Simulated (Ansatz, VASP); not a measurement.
# Bi2Te in VASP and in Ansatz

```xyz
6
Lattice="-4.1424 4.1424 3.0945 4.1424 -4.1424 3.0945 4.1424 4.1424 -3.0945" Properties=species:S:1:pos:R:3 pbc="T T T"
Bi    4.1424    2.0712    0.7736
Bi    0.0000    2.0712    3.8681
Bi    2.0712    4.1424   -0.7736
Bi    2.0712    0.0000    2.3209
Te    0.0000    0.0000    0.0000
Te    0.0000    4.1424    1.5473
```

Alike in both runs: functional r2SCAN; k mesh 8 × 8 × 8; occupations gaussian, width 0.1 eV; no spin polarisation.

Ansatz relaxed the structure, and its values are those at the end. VASP's run is a single point on that final structure, the one shown.

```csv
,VASP,Ansatz
version,VASP 6.6.1,Ansatz 0.2.0
potentials or method,"VASP PAW PBE potentials, release 64 (Bi_d, Te), cutoff 520 eV","scalar-relativistic, plane waves, PAW"
valence electrons in the cell,72,92
```

|  | VASP | Ansatz | Ansatz less VASP |
| --- | --- | --- | --- |
| gap on the k mesh at the Fermi level (eV) | none | none | - |
| pressure (GPa) | 0.0 | 0.0 | +0.02 |

VASP's potentials were made for PBE, not for r2SCAN. A gap of «none» marks a metal or a gap that the smearing closes. VASP's potentials hold 72 valence electrons a cell and Ansatz's 92, so a difference there can come from the potentials and not from the codes.

Spin-orbit coupling is off throughout.
